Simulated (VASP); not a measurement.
Write the native input for VASP 6.6.1 that does the following.

```yaml
Task: relaxation of cell and atoms
Functional: LDA
Potentials_or_basis: VASP PAW LDA potentials, release 64 (K_sv)
Cutoff: 600 eV
k_mesh: 13 × 13 × 13
Occupations: fermi-dirac, width 0.1 eV
Spin: no spin polarisation
Dipole_correction: no
Further_INCAR_settings: ALGO = Normal; EDIFF = 1e-07; IBRION = 2; EDIFFG = -0.02; NSW = 80; ISIF = 3
```

The structure of K lies in POSCAR:

```
K
1.0
   -2.6125000000      2.6125000000      2.6125000000
    2.6125000000     -2.6125000000      2.6125000000
    2.6125000000      2.6125000000     -2.6125000000
K
1
Direct
    0.0000000000      0.0000000000      0.0000000000
```

One way to write it, as run:

INCAR

```
PREC = Accurate
ENCUT = 600
EDIFF = 1E-7
ISMEAR = -1
SIGMA = 0.1
LREAL = False
LASPH = True
NELM = 60
ALGO = Normal
ISIF = 3
LWAVE = False
LCHARG = False
GGA = CA
IBRION = 2
NSW = 80
EDIFFG = -0.02
```

KPOINTS

```
regular mesh
0
Gamma
  13 13 13
```

Potentials or basis: VASP PAW LDA potentials, release 64 (K_sv).

Run with:

```console
$ cat potpaw_LDA.64/K_sv/POTCAR > POTCAR
$ mpirun -np 1 vasp_std > vasp.out
```

Results of the run:

The relaxed volume is 64.47 Å³/atom. The relaxed cell is a = 4.375 Å, b = 4.375 Å, c = 4.375 Å, α = 109.47°, β = 109.47°, γ = 109.47° and the space group after relaxing (to 0.1 Å) is Im-3m (No. 229). The energy gained by relaxing is 9.3 meV/atom. The ionic steps are 3 and the pressure after relaxing is 0.0 GPa. The band gap on the k mesh is zero (an odd number of electrons rules out a gap without spin polarisation).

Run time: 73 s on 1 thread of Intel(R) Xeon(R) Platinum 8259CL CPU @ 2.50GHz (Skylake/Cascade Lake), with other jobs on the host, peak memory 0.21 GiB.
